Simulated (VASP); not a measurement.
# Cu (Pm-3m) in VASP: further runs

Cu is run at these levels: r2SCAN; tasks: single point.

Everything below comes from runs of VASP 6.6.1. Logs are shortened: lines on timing, memory, paths and dates and some standing lists are left out, and cuts for length are marked.

**1. The cell of the first run**

It takes space group Pm-3m (No. 221, cubic). Conventional cell: a = 2.201 Å, b = 2.201 Å, c = 2.201 Å, α = 90.00°, β = 90.00°, γ = 90.00°. Within 2.9 Å of Cu (site symmetry m-3m) lie 6 Cu at 2.20 Å.

**2. Single point, r2SCAN**

POSCAR

```
Cu
1.0
    2.2013710729      0.0000000000      0.0000000000
    0.0000000000      2.2013710729      0.0000000000
    0.0000000000      0.0000000000      2.2013710729
Cu
1
Direct
    0.0000000000      0.0000000000      0.0000000000
```

INCAR.step1

```
SYSTEM = Cu
ALGO = Normal
EDIFF = 1E-4
ENCUT = 520
GGA = PE
ISMEAR = -1
LASPH = .True.
LCHARG = .False.
LREAL = .False.
LWAVE = .True.
NBANDS = 12
NELM = 100
PREC = Accurate
SIGMA = 0.1
```

INCAR.step2

```
SYSTEM = Cu
ALGO = Normal
EDIFF = 1E-6
ENCUT = 520
ISIF = 2
ISMEAR = -1
ISTART = 1
LASPH = .True.
LCHARG = .False.
LMIXTAU = .True.
LREAL = .False.
LWAVE = .False.
METAGGA = R2SCAN
NBANDS = 12
NELM = 100
PREC = Accurate
SIGMA = 0.1
```

KPOINTS

```
k-points
0
Gamma
  10 10 10
  0 0 0
```

Potentials or basis: VASP PAW PBE potentials, release 64 (Cu).

Run with:

```
cat potpaw_PBE.64/Cu/POTCAR > POTCAR
cp INCAR.step1 INCAR
mpirun -np 1 vasp_std > vasp.out
cp INCAR.step2 INCAR
mpirun -np 1 vasp_std > vasp.out
```

OUTCAR:

```text
SYSTEM = Cu
   EDIFF = 1E-6
   ENCUT = 520
   ISIF = 2
   ISMEAR = -1
   ISTART = 1
   LASPH = .True.
   LREAL = .False.
   METAGGA = R2SCAN
   NELM = 100
   PREC = Accurate

 ion  position               nearest neighbor table
   1  0.000  0.000  0.000-

  LATTYP: Found a simple cubic cell.
 ALAT       =     2.2013710729

  Lattice vectors:

 A1 = (   2.2013710729,   0.0000000000,   0.0000000000)
 A2 = (   0.0000000000,   2.2013710729,   0.0000000000)
 A3 = (   0.0000000000,   0.0000000000,   2.2013710729)

Analysis of symmetry for initial positions (statically):
=====================================================================
 Subroutine PRICEL returns:
 Original cell was already a primitive cell.

 Routine SETGRP: Setting up the symmetry group for a
 simple cubic supercell.

 Subroutine GETGRP returns: Found 48 space group operations
 (whereof 48 operations were pure point group operations)
 out of a pool of 48 trial point group operations.

The static configuration has the point symmetry O_h .

Analysis of symmetry for dynamics (positions and initial velocities):
=====================================================================
 Subroutine PRICEL returns:
 Original cell was already a primitive cell.

 Routine SETGRP: Setting up the symmetry group for a
 simple cubic supercell.

 Subroutine GETGRP returns: Found 48 space group operations
 (whereof 48 operations were pure point group operations)
 out of a pool of 48 trial point group operations.

The dynamic configuration has the point symmetry O_h .

 Subroutine INISYM returns: Found 48 space group operations
 (whereof 48 operations are pure point group operations),
 and found     1 'primitive' translations

----------------------------------------------------------------------------------------

                                     Primitive cell

  volume of cell :      10.6679

  direct lattice vectors                    reciprocal lattice vectors
     2.201371073  0.000000000  0.000000000     0.454262351  0.000000000  0.000000000
     0.000000000  2.201371073  0.000000000     0.000000000  0.454262351  0.000000000
     0.000000000  0.000000000  2.201371073     0.000000000  0.000000000  0.454262351

  length of vectors
     2.201371073  2.201371073  2.201371073     0.454262351  0.454262351  0.454262351

  position of ions in fractional coordinates (direct lattice)
     0.000000000  0.000000000  0.000000000

  ion indices of the primitive-cell ions
   primitive index   ion index
                 1           1

----------------------------------------------------------------------------------------

 KPOINTS: k-points

Automatic generation of k-mesh.
 Grid dimensions read from file:
 generate k-points for:   10   10   10

 Generating k-lattice:

  Cartesian coordinates                     Fractional coordinates (reciprocal lattice)
     0.045426235  0.000000000  0.000000000     0.100000000  0.000000000  0.000000000
     0.000000000  0.045426235  0.000000000     0.000000000  0.100000000  0.000000000
     0.000000000  0.000000000  0.045426235     0.000000000  0.000000000  0.100000000

  Length of vectors
     0.045426235  0.045426235  0.045426235

  Shift w.r.t. Gamma in fractional coordinates (k-lattice)
     0.000000000  0.000000000  0.000000000

 Subroutine IBZKPT returns following result:
 ===========================================

 Found     56 irreducible k-points:

 Following reciprocal coordinates:
            Coordinates               Weight
  0.000000  0.000000  0.000000      1.000000
  0.100000  0.000000  0.000000      6.000000
  0.200000  0.000000  0.000000      6.000000
  0.300000  0.000000  0.000000      6.000000
  0.400000  0.000000  0.000000      6.000000
  0.500000  0.000000  0.000000      3.000000
[... 16 lines left out ...]
  0.200000  0.100000  0.100000     24.000000
  0.300000  0.100000  0.100000     24.000000
 [... further k-points ...]
   k-points           NKPTS =     56   k-points in BZ     NKDIM =     56   number of bands    NBANDS=     12
   number of dos      NEDOS =    301   number of ions     NIONS =      1
   total plane-waves  NPLWV =   4096
   dimension x,y,z NGX =    16 NGY =   16 NGZ =   16
   dimension x,y,z NGXF=    32 NGYF=   32 NGZF=   32
   ions per type =               1
   NGX,Y,Z   is equivalent  to a cutoff of  12.08, 12.08, 12.08 a.u.
   NGXF,Y,Z  is equivalent  to a cutoff of  24.17, 24.17, 24.17 a.u.
 SYSTEM =  Cu
   PREC   = accura    normal or accurate (medium, high low for compatibility)
   ISTART =      1    job   : 0-new  1-cont  2-samecut
   ICHARG =      0    charge: 1-file 2-atom 10-const
   ISPIN  =      1    spin polarized calculation?
   LNONCOLLINEAR =      F non collinear calculations
   LSORBIT =      F    spin-orbit coupling
   LASPH  =      T    aspherical Exc in radial PAW
   ENCUT  =  520.0 eV  38.22 Ry    6.18 a.u.   4.09  4.09  4.09*2*pi/ulx,y,z
   NELM   =    100;   NELMIN=  2; NELMDL=  0     # of ELM steps
   EDIFF  = 0.1E-05   stopping-criterion for ELM
   LREAL  =      F    real-space projection
   EDIFFG = 0.1E-04   stopping-criterion for IOM
   NSW    =      0    number of steps for IOM
   IBRION =     -1    ionic relax: 0-MD 1-quasi-New 2-CG
   NFREE  =      0    steps in history (QN), initial steepest desc. (CG)
   ISIF   =      2    stress and relaxation
   ISYM   =      2    0-nonsym 1-usesym 2-fastsym
   POTIM  = 0.5000    time-step for ionic-motion
   TEBEG  =    0.0;   TEEND  =   0.0 temperature during run
   PSTRESS=    0.0 pullay stress
   NELECT =      11.0000    total number of electrons
   NUPDOWN=      -1.0000    fix difference up-down
   EMIN   =  10.00;   EMAX   =-10.00  energy-range for DOS
   EFERMI =   0.00;   METHOD = LEGACY
   ISMEAR =    -1;   SIGMA  =   0.10  broadening in eV -4-tet -1-fermi 0-gaus
   EFERMI_NEDOS =   21; number of points for ismear=-14 and -15
   IALGO  =     38    algorithm
   IMIX   =      4    mixing-type and parameters
     AMIX     =   0.40;   BMIX     =  1.00
     AMIX_MAG =   1.60;   BMIX_MAG =  1.00
  volume/ion in A,a.u.               =      10.67        71.99
  Fermi-wavevector in a.u.,A,eV,Ry     =   1.653912  3.125441 37.217728  2.735426
  Thomas-Fermi vector in A             =   2.742269
   LORBIT       =      0    0 simple, 1 ext, 2 COOP (PROOUT), +10 PAW based schemes
   METAGGA = R2SCAN    functional components
   LHFCALC =     F    Hartree Fock is set to
   AEXX    =    0.0000 exact exchange contribution
   IVDW    =     0    specifies the selected vdW correction
   LEPSILON=     F    determine dielectric tensor
   LRPA    =     F    only Hartree local field effects (RPA)
 non-spin polarized calculation
  energy-cutoff  :      520.00
  volume of cell :       10.67
 maximum number of plane-waves:       304
   NGX =  9   NGY =  9   NGZ =  9

 number of electron      10.9999972 magnetization

 Free energy of the ion-electron system (eV)
  ---------------------------------------------------
  ext. energy  EPLUGINS =         0.00000000
  ---------------------------------------------------
  free energy    TOTEN  =       -10.02133795 eV

  energy without entropy =      -10.01568942  energy(sigma->0) =      -10.01851369

 E-fermi :   8.7149     XC(G=0): -14.2663

 val. band max:        8.2565651331   @ k =   0.3000   0.3000   0.2000
 cond. band min:       8.7433386336   @ k =   0.4000   0.3000   0.0000
 fundamental gap:      0.4867735005
 Fermi energy:         8.7149396959

 k-point     1 :       0.0000    0.0000    0.0000
  band No.  band energies     occupation
      1      -1.5862      2.00000
      2       3.3535      2.00000
      3       3.3535      2.00000
      4       7.0830      2.00000
      5       7.0830      2.00000
      6       7.0830      2.00000
      7      30.1978      0.00000
      8      30.1978      0.00000
      9      30.1978      0.00000
     10      34.0126      0.00000
     11      34.0126      0.00000
     12      39.6711      0.00000

 k-point     2 :       0.1000    0.0000    0.0000
  band No.  band energies     occupation
      1      -1.2457      2.00000
      2       3.3996      2.00000
      3       3.5058      2.00000
      4       6.9612      2.00000
      5       6.9612      2.00000
      6       7.0928      2.00000
      7      26.5016      0.00000
      8      30.6533      0.00000
      9      30.6533      0.00000
     10      34.0951      0.00000
     11      36.3218      0.00000
     12      41.6617      0.00000

 k-point     3 :       0.2000    0.0000    0.0000
  band No.  band energies     occupation
      1      -0.2709      2.00000
      2       3.5218      2.00000
      3       3.9381      2.00000
      4       6.6523      2.00000
      5       6.6523      2.00000
      6       7.1185      2.00000
      7      21.6236      0.00000
      8      31.9639      0.00000
      9      31.9639      0.00000
     10      34.3443      0.00000
     11      37.3949      0.00000
     12      47.2190      0.00000
[... 286 lines left out ...]
 k-point    23 :       0.2000    0.1000    0.1000
  band No.  band energies     occupation
      1       0.3657      2.00000
      2       3.7770      2.00000
      3       4.0925      2.00000
      4       6.5234      2.00000
      5       6.5798      2.00000
      6       6.8850      2.00000
      7      22.2181      0.00000
      8      27.8289      0.00000
      9      28.9283      0.00000
     10      39.2848      0.00000
     11      41.3709      0.00000
     12      44.9615      0.00000

 k-point    24 :       0.3000    0.1000    0.1000
  band No.  band energies     occupation
      1       1.7164      2.00000
      2       3.9358      2.00000
      3       4.6476      2.00000
      4       6.1245      2.00000
      5       6.4622      2.00000
      6       6.9273      2.00000
      7      17.7642      0.00000
      8      29.3991      0.00000
      9      30.4919      0.00000
     10      39.1649      0.00000
     11      41.2149      0.00000
     12      42.4223      0.00000

 [... further k-points ...]

------------------------ aborting loop because EDIFF is reached ----------------------------------------

  FORCE on cell =-STRESS in cart. coord.  units (eV):
  Direction    XX          YY          ZZ          XY          YZ          ZX
  --------------------------------------------------------------------------------------
  -------------------------------------------------------------------------------------
  Total        3.0753761      3.0753761      3.0753761     -0.0000000      0.0000000      0.0000000
  in kB      461.8798875    461.8798875    461.8798875     -0.0000000      0.0000000      0.0000000
  external PRESSURE =     461.8798875 kB  Pullay stress =       0.0000000 kB

 VOLUME and BASIS-vectors are now :
 -----------------------------------------------------------------------------
  energy-cutoff  :      520.00
  volume of cell :       10.67
      direct lattice vectors                 reciprocal lattice vectors
     2.201371073  0.000000000  0.000000000     0.454262351  0.000000000  0.000000000
     0.000000000  2.201371073  0.000000000     0.000000000  0.454262351  0.000000000
     0.000000000  0.000000000  2.201371073     0.000000000  0.000000000  0.454262351

 POSITION                                       TOTAL-FORCE (eV/Angst)
 -----------------------------------------------------------------------------------
      0.00000      0.00000      0.00000         0.000000      0.000000      0.000000
 -----------------------------------------------------------------------------------
    total drift:                               -0.000000      0.000000      0.000000

  FREE ENERGIE OF THE ION-ELECTRON SYSTEM (eV)
  ---------------------------------------------------
  free  energy   TOTEN  =       -10.0213379535 eV

  energy  without entropy=      -10.0156894242  energy(sigma->0) =      -10.01851369
```

It took 6.3 s on 1 thread of Intel Xeon 6975P-C (Granite Rapids), shared host; peak memory 0.11 GiB.

Results:

```
Free energy : -10.0213 eV
Pressure    : 46.2 GPa
```

Levels at points of the mesh, in eV from the Fermi level:
| k point | band 2 | band 3 | band 4 | band 5 | band 6 | band 7 | band 8 | band 9 |
| --- | --- | --- | --- | --- | --- | --- | --- | --- |
| (0.00, 0.00, 0.00) | -5.36 | -5.36 | -1.63 | -1.63 | -1.63 | 21.48 | 21.48 | 21.48 |
| (0.50, 0.00, 0.00) | -4.86 | -2.81 | -2.81 | -2.41 | -1.53 | 3.15 | 26.75 | 29.61 |
| (0.50, 0.50, 0.00) | -4.43 | -2.57 | -2.57 | -0.77 | 4.94 | 4.94 | 11.64 | 12.28 |
| (0.50, 0.50, 0.50) | -4.98 | -4.98 | -0.71 | -0.71 | 12.71 | 12.71 | 12.71 | 14.70 |

Caveat: the PAW data sets were made with another functional, which shifts forces and pressure a little.

[end of part 1 of 3]
